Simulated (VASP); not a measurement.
Input of a VASP 6.6.1 run:

Contents of INCAR:

```
SYSTEM = TiMo
PREC = Accurate ; ENCUT = 520
EDIFF = 1E-6 ; ISMEAR = 0
SIGMA = 0.15 ; LREAL = .FALSE.
LASPH = .TRUE. ; NELM = 100
ALGO = Fast ; ISIF = 2
LWAVE = .FALSE. ; LCHARG = .FALSE.
NBANDS = 20
```

KPOINTS

```
regular mesh
0
G
  18 18 12
  0 0 0
```

File POSCAR:

```
TiMo
1.0
    1.6254434400     -2.4076313017      0.0000000000
    1.6254434400      2.4076313017      0.0000000000
    0.0000000000      0.0000000000      4.2507215034
Ti Mo
1 1
Direct
    0.5000000000      0.5000000000      0.5000000000
    0.0000000000      0.0000000000      0.0000000000
```

Potentials or basis: VASP PAW LDA potentials, release 64 (Ti_sv, Mo_sv).

Command:

```console
$ cat potpaw_LDA.64/Ti_sv/POTCAR potpaw_LDA.64/Mo_sv/POTCAR > POTCAR
$ mpirun -np 1 vasp_std > vasp.out
```

Task: Estimate the band gap on the k mesh.

Result: Zero (bands 13 and 14 overlap by 2.28 eV).

Task: What does it give for the pressure?

Result: -16.6 GPa.

Stress tensor (GPa, compression positive):
```
-17.72   0.00   0.00
  0.00 -17.20   0.00
  0.00   0.00 -14.81
```

Caveat: the cell differs from its parent crystal (strain +0.0200 x Voigt [1, 1, 0, 0, 0, 0]); the cell stands under tension.
